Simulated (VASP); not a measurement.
# Al6H in VASP: further runs

The runs below take Al6H through single point, with PBE.

Program: VASP 6.6.1. These are calculated values, not measurements. Logs are shortened: lines on timing, memory, paths and dates and some standing lists are left out, and cuts for length are marked.

## Step 1: The cell of the first run

The cell holds a slab with vacuum, 14 atoms: a = 5.714 Å, b = 5.714 Å, c = 22.175 Å, α = 90.00°, β = 90.00°, γ = 90.00°.

## Step 2: Single point, PBE

Input file INCAR:

```
SYSTEM = Al6H
  PREC = Accurate
  ENCUT = 520
  EDIFF = 1E-6
  ISMEAR = 0
  SIGMA = 0.1
  LREAL = .FALSE.
  LASPH = .TRUE.
  NELM = 100
  ALGO = Normal
  ISIF = 2
  LWAVE = .FALSE.
  LCHARG = .FALSE.
  LDIPOL = .TRUE.
  IDIPOL = 3
  DIPOL = 0.5 0.5 0.299
  GGA = PE
  NBANDS = 32
```

Input file KPOINTS:

```
regular mesh
0
G
  5 5 1
  0 0 0
```

Input file POSCAR:

```
Al6H
1.0
    5.7135165837      0.0000000000      0.0000000000
    0.0000000000      5.7135165837      0.0000000000
    0.0000000000      0.0000000000     22.1746954317
Al H
12 2
Direct
    0.2500000000      0.2500000000      0.1803857921
    0.2500000000      0.7500000000      0.1803857921
    0.7500000000      0.2500000000      0.1803857921
    0.7500000000      0.7500000000      0.1803857921
    0.0000000000      0.0000000000      0.2744050922
    0.0000000000      0.5000000000      0.2744050922
    0.5000000000      0.0000000000      0.2744050922
    0.5000000000      0.5000000000      0.2744050922
    0.2500000000      0.2500000000      0.3686497277
    0.2500000000      0.7500000000      0.3686497277
    0.7500000000      0.2500000000      0.3686497277
    0.7500000000      0.7500000000      0.3686497277
    0.2500000000      0.8691698905      0.4466665827
    0.2500000000      1.1308301095      0.4466665827
```

Potentials or basis: VASP PAW PBE potentials, release 64 (Al, H).

On the command line:

```sh
cat potpaw_PBE.64/Al/POTCAR potpaw_PBE.64/H/POTCAR > POTCAR
mpirun -np 1 vasp_std > vasp.out
```

OUTCAR:

```text
SYSTEM = Al6H
   PREC = Accurate
   ENCUT = 520
   EDIFF = 1E-6
   ISMEAR = 0
   LREAL = .FALSE.
   LASPH = .TRUE.
   NELM = 100
   ISIF = 2
   GGA = PE

 ion  position               nearest neighbor table
   1  0.250  0.250  0.180-   2 2.86   3 2.86   2 2.86   3 2.86   7 2.90   8 2.90   5 2.90   6 2.90

   2  0.250  0.750  0.180-   1 2.86   4 2.86   1 2.86   4 2.86   7 2.90   8 2.90   5 2.90   6 2.90

   3  0.750  0.250  0.180-   1 2.86   4 2.86   4 2.86   1 2.86   7 2.90   8 2.90   5 2.90   6 2.90
[... 4 lines left out ...]
                            11 2.91  12 2.91   9 2.91  10 2.91
   6  0.000  0.500  0.274-   5 2.86   8 2.86   5 2.86   8 2.86   1 2.90   2 2.90   3 2.90   4 2.90
                            11 2.91  12 2.91   9 2.91  10 2.91
   7  0.500  0.000  0.274-   5 2.86   8 2.86   8 2.86   5 2.86   1 2.90   2 2.90   3 2.90   4 2.90
                            11 2.91  12 2.91   9 2.91  10 2.91
   8  0.500  0.500  0.274-   6 2.86   7 2.86   7 2.86   6 2.86   1 2.90   2 2.90   3 2.90   4 2.90
                            11 2.91  12 2.91   9 2.91  10 2.91
   9  0.250  0.250  0.369-  14 1.86  11 2.86  10 2.86  10 2.86  11 2.86   6 2.91   7 2.91   8 2.91
                             5 2.91
  10  0.250  0.750  0.369-  13 1.86  12 2.86   9 2.86   9 2.86  12 2.86   6 2.91   7 2.91   8 2.91
                             5 2.91
  11  0.750  0.250  0.369-   9 2.86  12 2.86  12 2.86   9 2.86   5 2.91   6 2.91   7 2.91   8 2.91

  12  0.750  0.750  0.369-  10 2.86  11 2.86  11 2.86  10 2.86   5 2.91   6 2.91   7 2.91   8 2.91

  13  0.250  0.869  0.447-  10 1.86
  14  0.250  0.131  0.447-   9 1.86

  LATTYP: Found a simple tetragonal cell.
 ALAT       =     5.7135165837
 C/A-ratio  =     3.8810940875

  Lattice vectors:

 A1 = (   5.7135165837,   0.0000000000,   0.0000000000)
 A2 = (   0.0000000000,   5.7135165837,   0.0000000000)
 A3 = (   0.0000000000,   0.0000000000,  22.1746954317)

Analysis of symmetry for initial positions (statically):
=====================================================================
 Subroutine PRICEL returns:
 Original cell was already a primitive cell.

 Routine SETGRP: Setting up the symmetry group for a
 simple tetragonal supercell.

 Subroutine GETGRP returns: Found  4 space group operations
 (whereof  2 operations were pure point group operations)
 out of a pool of 16 trial point group operations.

The static configuration has the point symmetry C_1h.
 The point group associated with its full space group is C_2v.

Analysis of symmetry for dynamics (positions and initial velocities):
=====================================================================
 Subroutine PRICEL returns:
 Original cell was already a primitive cell.

 Routine SETGRP: Setting up the symmetry group for a
 simple tetragonal supercell.

 Subroutine GETGRP returns: Found  4 space group operations
 (whereof  2 operations were pure point group operations)
 out of a pool of 16 trial point group operations.

The dynamic configuration has the point symmetry C_1h.
 The point group associated with its full space group is C_2v.

 Subroutine INISYM returns: Found  4 space group operations
 (whereof  2 operations are pure point group operations),
 and found     1 'primitive' translations

----------------------------------------------------------------------------------------

                                     Primitive cell

  volume of cell :     723.8768

  direct lattice vectors                    reciprocal lattice vectors
     5.713516584  0.000000000  0.000000000     0.175023558  0.000000000  0.000000000
     0.000000000  5.713516584  0.000000000     0.000000000  0.175023558  0.000000000
     0.000000000  0.000000000 22.174695432     0.000000000  0.000000000  0.045096448

  length of vectors
     5.713516584  5.713516584 22.174695432     0.175023558  0.175023558  0.045096448

  position of ions in fractional coordinates (direct lattice)
     0.250000000  0.250000000  0.180385792
     0.250000000  0.750000000  0.180385792
     0.750000000  0.250000000  0.180385792
     0.750000000  0.750000000  0.180385792
     0.000000000  0.000000000  0.274405092
     0.000000000  0.500000000  0.274405092
     0.500000000  0.000000000  0.274405092
     0.500000000  0.500000000  0.274405092
[... 44 lines left out ...]

 Subroutine IBZKPT returns following result:
 ===========================================

 Found      9 irreducible k-points:

 Following reciprocal coordinates:
            Coordinates               Weight
  0.000000  0.000000  0.000000      1.000000
  0.200000  0.000000  0.000000      2.000000
  0.000000  0.200000  0.000000      2.000000
  0.400000  0.000000  0.000000      2.000000
  0.000000  0.400000  0.000000      2.000000
  0.200000  0.200000  0.000000      4.000000
  0.400000  0.200000  0.000000      4.000000
 -0.200000  0.400000  0.000000      4.000000
  0.400000  0.400000  0.000000      4.000000
   k-points           NKPTS =      9   k-points in BZ     NKDIM =      9   number of bands    NBANDS=     32
   number of dos      NEDOS =    301   number of ions     NIONS =     14
   total plane-waves  NPLWV = 296352
   dimension x,y,z NGX =    42 NGY =   42 NGZ =  168
   dimension x,y,z NGXF=    84 NGYF=   84 NGZF=  336
   ions per type =              12   2
   NGX,Y,Z   is equivalent  to a cutoff of  12.22, 12.22, 12.60 a.u.
   NGXF,Y,Z  is equivalent  to a cutoff of  24.44, 24.44, 25.19 a.u.
 SYSTEM =  Al6H
   PREC   = accura    normal or accurate (medium, high low for compatibility)
   ISTART =      0    job   : 0-new  1-cont  2-samecut
   ICHARG =      2    charge: 1-file 2-atom 10-const
   ISPIN  =      1    spin polarized calculation?
   LNONCOLLINEAR =      F non collinear calculations
   LSORBIT =      F    spin-orbit coupling
   LASPH  =      T    aspherical Exc in radial PAW
   ENCUT  =  520.0 eV  38.22 Ry    6.18 a.u.  10.62 10.62 41.23*2*pi/ulx,y,z
   NELM   =    100;   NELMIN=  2; NELMDL= -5     # of ELM steps
   EDIFF  = 0.1E-05   stopping-criterion for ELM
   LREAL  =      F    real-space projection
   EDIFFG = 0.1E-04   stopping-criterion for IOM
   NSW    =      0    number of steps for IOM
   IBRION =     -1    ionic relax: 0-MD 1-quasi-New 2-CG
   NFREE  =      0    steps in history (QN), initial steepest desc. (CG)
   ISIF   =      2    stress and relaxation
   ISYM   =      2    0-nonsym 1-usesym 2-fastsym
   POTIM  = 0.5000    time-step for ionic-motion
   TEBEG  =    0.0;   TEEND  =   0.0 temperature during run
   PSTRESS=    0.0 pullay stress
   NELECT =      38.0000    total number of electrons
   NUPDOWN=      -1.0000    fix difference up-down
   EMIN   =  10.00;   EMAX   =-10.00  energy-range for DOS
   EFERMI =   0.00;   METHOD = LEGACY
   ISMEAR =     0;   SIGMA  =   0.10  broadening in eV -4-tet -1-fermi 0-gaus
   EFERMI_NEDOS =   21; number of points for ismear=-14 and -15
   IALGO  =     38    algorithm
   IMIX   =      4    mixing-type and parameters
     AMIX     =   0.40;   BMIX     =  1.00
     AMIX_MAG =   1.60;   BMIX_MAG =  1.00
  volume/ion in A,a.u.               =      51.71       348.93
  Fermi-wavevector in a.u.,A,eV,Ry     =   0.612982  1.158368  5.112350  0.375747
  Thomas-Fermi vector in A             =   1.669467
   LORBIT       =      0    0 simple, 1 ext, 2 COOP (PROOUT), +10 PAW based schemes
   GGA     = PE    functional components
   LHFCALC =     F    Hartree Fock is set to
   AEXX    =    0.0000 exact exchange contribution
   IVDW    =     0    specifies the selected vdW correction
   LEPSILON=     F    determine dielectric tensor
   LRPA    =     F    only Hartree local field effects (RPA)
 non-spin polarized calculation
 Gauss-broadening in eV      SIGMA  =   0.10
  energy-cutoff  :      520.00
  volume of cell :      723.88
 maximum number of plane-waves:     19525
   NGX = 21   NGY = 21   NGZ = 83

 dipolmoment           0.000000      0.000000     -0.158223 electrons x Angstroem

 number of electron      37.9999997 magnetization

 dipolmoment           0.000000      0.000000      0.091733 electrons x Angstroem

 Free energy of the ion-electron system (eV)
  ---------------------------------------------------
  ext. energy  EPLUGINS =         0.00000000
  ---------------------------------------------------
  free energy    TOTEN  =       -46.73063170 eV

  energy without entropy =      -46.71896182  energy(sigma->0) =      -46.72479676

 E-fermi :  -0.9510     XC(G=0):  -3.8222

 val. band max:       -0.9611521257   @ k =   0.0000   0.2000   0.0000
 cond. band min:      -0.8440034977   @ k =   0.0000   0.2000   0.0000
 fundamental gap:      0.1171486280
 Fermi energy:        -0.9509724433

 k-point     1 :       0.0000    0.0000    0.0000
  band No.  band energies     occupation
      1     -11.2080      2.00000
      2      -9.2099      2.00000
      3      -7.0611      2.00000
      4      -6.8164      2.00000
      5      -6.7211      2.00000
      6      -6.6854      2.00000
[... 295 lines left out ...]
     30       1.9145      0.00000
     31       2.0177      0.00000
 [bands above 31 left out]

------------------------ aborting loop because EDIFF is reached ----------------------------------------

 vacuum level on the upper side and lower side of the slab       (xc-potential included)         0.239        -0.257

  FORCE on cell =-STRESS in cart. coord.  units (eV):
  Direction    XX          YY          ZZ          XY          YZ          ZX
  --------------------------------------------------------------------------------------
  -------------------------------------------------------------------------------------
  Total       -6.0215774     -7.2251030     -5.3885161      0.0000000      0.0000000      0.0000000
  in kB      -13.3277306    -15.9915284    -11.9265579      0.0000000      0.0000000      0.0000000
  external PRESSURE =     -13.7486057 kB  Pullay stress =       0.0000000 kB

 VOLUME and BASIS-vectors are now :
 -----------------------------------------------------------------------------
  energy-cutoff  :      520.00
  volume of cell :      723.88
      direct lattice vectors                 reciprocal lattice vectors
     5.713516584  0.000000000  0.000000000     0.175023558  0.000000000  0.000000000
     0.000000000  5.713516584  0.000000000     0.000000000  0.175023558  0.000000000
     0.000000000  0.000000000 22.174695432     0.000000000  0.000000000  0.045096448

 POSITION                                       TOTAL-FORCE (eV/Angst)
 -----------------------------------------------------------------------------------
      1.42838      1.42838      4.00000        -0.000000     -0.007827      0.169610
      1.42838      4.28514      4.00000        -0.000000      0.007827      0.169610
      4.28514      1.42838      4.00000         0.000000      0.016745     -0.101144
      4.28514      4.28514      4.00000         0.000000     -0.016745     -0.101144
      0.00000      0.00000      6.08485         0.010123      0.000000      0.204638
      0.00000      2.85676      6.08485        -0.095213      0.000000      0.094477
      2.85676      0.00000      6.08485        -0.010123      0.000000      0.204638
      2.85676      2.85676      6.08485         0.095213      0.000000      0.094477
      1.42838      1.42838      8.17470        -0.000000      0.054426      0.699337
      1.42838      4.28514      8.17470        -0.000000     -0.054426      0.699337
      4.28514      1.42838      8.17470         0.000000      0.075121     -0.044261
      4.28514      4.28514      8.17470         0.000000     -0.075121     -0.044261
      1.42838      4.96602      9.90470        -0.000000     -0.232625     -1.022659
      1.42838      0.74750      9.90470        -0.000000      0.232625     -1.022659
 -----------------------------------------------------------------------------------
    total drift:                               -0.000000     -0.000000     -0.000038

  FREE ENERGIE OF THE ION-ELECTRON SYSTEM (eV)
  ---------------------------------------------------
  free  energy   TOTEN  =       -46.7306317012 eV

  energy  without entropy=      -46.7189618186  energy(sigma->0) =      -46.72479676

 vacuum level on the upper side and lower side of the slab         3.796         3.288
```

Run time: 6.1 min. Hardware: 1 thread of Intel Xeon Platinum 8488C (Sapphire Rapids), shared host; peak memory 0.66 GiB.

Results:

```
Free energy            : -46.7306 eV
Largest force          : 1.049 eV/Å
Band gap on the k mesh : zero (band 19 reaches -0.33 eV, above the bottom of band 20 at -1.13 eV)
```

Forces in eV/Å, atoms in the order of the input:
```
Al   0.000 -0.008  0.170
Al   0.000  0.008  0.170
Al   0.000  0.017 -0.101
Al   0.000 -0.017 -0.101
Al   0.010  0.000  0.205
Al  -0.095  0.000  0.094
Al  -0.010  0.000  0.205
Al   0.095  0.000  0.094
Al   0.000  0.054  0.699
Al   0.000 -0.054  0.699
Al   0.000  0.075 -0.044
Al   0.000 -0.075 -0.044
H    0.000 -0.233 -1.023
H    0.000  0.233 -1.023
```

Levels at points of the mesh, in eV from the Fermi level:
| k point | band 17 | band 18 | band 19 | band 20 | band 21 | band 22 |
| --- | --- | --- | --- | --- | --- | --- |
| (0.00, 0.00, 0.00) | -0.86 | -0.51 | -0.46 | -0.18 | -0.13 | -0.13 |

## Step 3: Single point, PBE

Input file INCAR:

```
PREC = Accurate ; ENCUT = 520
EDIFF = 1E-7 ; ISMEAR = 0
SIGMA = 0.1 ; LREAL = F
LASPH = T ; NELM = 80
ALGO = Normal ; ISIF = 2
LWAVE = F ; LCHARG = F
LDIPOL = T ; IDIPOL = 3
DIPOL = 0.5 0.5 0.299 ; GGA = PE
NBANDS = 32
```

Input file KPOINTS:

```
Automatic mesh
0
Gamma
  5 5 1
```

POSCAR: that of step 2 with these lines changed.

```diff
@@ -20,3 +20,3 @@
     0.7500000000      0.7500000000      0.3686497277
-    0.2500000000      0.8691698905      0.4466665827
-    0.2500000000      1.1308301095      0.4466665827
+    0.2500000000      0.9343661658      0.4466665827
+    0.2500000000      1.0656338342      0.4466665827
```

Potentials or basis: VASP PAW PBE potentials, release 64 (Al, H).

On the command line:

```sh
cat potpaw_PBE.64/Al/POTCAR potpaw_PBE.64/H/POTCAR > POTCAR
mpirun -np 1 vasp_std > vasp.out
```

Run time: 8.8 min. Hardware: 1 thread of Intel Xeon Platinum 8488C (Sapphire Rapids), shared host; peak memory 0.66 GiB.

It converged, with:

| Item | Value |
| --- | --- |
| Free energy | -47.2002 eV |
| Largest force | 1.410 eV/Å |
| Band gap on the k mesh | zero (band 19 reaches -0.15 eV, above the bottom of band 20 at -0.92 eV) |

Forces on the atoms (eV/Å):
```
Al   0.000 -0.032  0.061
Al   0.000  0.032  0.061
Al   0.000  0.041 -0.030
Al   0.000 -0.041 -0.030
Al  -0.085  0.000  0.087
Al   0.006  0.000 -0.017
Al   0.085  0.000  0.087
Al  -0.006  0.000 -0.017
Al   0.000  0.811 -0.648
Al   0.000 -0.811 -0.648
Al   0.000  0.024 -0.016
Al   0.000 -0.024 -0.016
H    0.000 -1.293  0.563
H    0.000  1.293  0.563
```

Levels at points of the mesh, in eV from the Fermi level:
```csv
k point,band 15,band 16,band 17,band 18,band 19,band 20,band 21,band 22,band 23,band 24
"(0.00, 0.00, 0.00)",-1.62,-1.19,-0.81,-0.69,-0.46,-0.19,-0.09,-0.09,0.08,1.02
```
